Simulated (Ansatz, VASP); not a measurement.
# ZnO: VASP beside Ansatz

File INCAR:

```
SYSTEM = ZnO
PREC     = Accurate       ! precision mode
ENCUT    = 520            ! plane-wave cutoff, eV
EDIFF    = 1E-7           ! SCF threshold, eV
ISMEAR   = -1             ! smearing method
SIGMA    = 0.02           ! smearing width, eV
LREAL    = .False.        ! projectors in reciprocal space
LASPH    = .True.         ! aspherical terms in the spheres
NELM     = 120            ! most SCF steps
ALGO     = Normal         ! electronic algorithm
ISIF     = 2              ! what is computed and relaxed
LWAVE    = .False.        ! write WAVECAR
LCHARG   = .False.        ! write CHGCAR
GGA      = PE             ! functional
IBRION   = 2              ! ionic algorithm
NSW      = 80             ! ionic steps
EDIFFG   = -0.02          ! ionic threshold
GGA_COMPAT= .False.      
NELMIN   = 4
```

File KPOINTS:

```
Automatic mesh
0
Gamma
  11 11 6
  0 0 0
```

Contents of POSCAR:

```
ZnO
1.0
    3.2275912892      0.0000000000      0.0000000000
   -1.6137956446      2.7951760495      0.0000000000
    0.0000000000      0.0000000000      5.1688741155
Zn O
2 2
Direct
    0.3333333333      0.6666666667      0.0004799578
    0.6666666667      0.3333333333      0.5004799578
    0.3333333333      0.6666666667      0.3816200422
    0.6666666667      0.3333333333      0.8816200422
```

Input for Ansatz:

```yaml
crystal:
  lattice:
    - [3.2275912892, 0.0, 0.0]
    - [-1.6137956446, 2.7951760495, 0.0]
    - [0.0, 0.0, 5.1688741155]
  atoms:
    - { symbol: Zn, position: [0.3333333333, 0.6666666667, 0.0004799578] }
    - { symbol: Zn, position: [0.6666666667, 0.3333333333, 0.5004799578] }
    - { symbol: O, position: [0.3333333333, 0.6666666667, 0.3816200422] }
    - { symbol: O, position: [0.6666666667, 0.3333333333, 0.8816200422] }
kpoints:
  mp_grid: { grid: [11, 11, 6] }
scf:
  occupations: { method: fermi_dirac, width: 0.02 }
hamiltonian:
  xc: pbe
  pseudopotentials: { kind: paw }
output:
  forces: true
  stress: true
  populations: true
  efg:
    quadrupole_moments_barn: { Zn: 0.122, O: -0.02558 }
    contact_densities: true
relax:
  f_tol: 0.02
  max_steps: 60
```

Change from the starting cell: volume scaled by 0.98, ions relaxed.

Alike in both runs: task relaxation of the atoms; functional PBE; k mesh 11 × 11 × 6; occupations fermi-dirac, width 0.02 eV; no spin polarisation.

|  | VASP | Ansatz |
| --- | --- | --- |
| version | VASP 6.6.1 | Ansatz 0.2.0 |
| potentials or method | VASP PAW PBE potentials, release 64 (Zn, O) | plane-wave PAW, scalar-relativistic |
| plane-wave cutoff (eV) | 520 | 420 |
| valence electrons in the cell | 36 | 36 |

|  | VASP | Ansatz | Ansatz less VASP |
| --- | --- | --- | --- |
| gap on the k mesh at the Fermi level, each at its own relaxed structure (eV) | 0.82 | 0.83 | +0.014 |

Ansatz's warnings: stress scf threshold loose.

Noted on VASP's run: the relaxation stopped at its first step, so nothing moved.
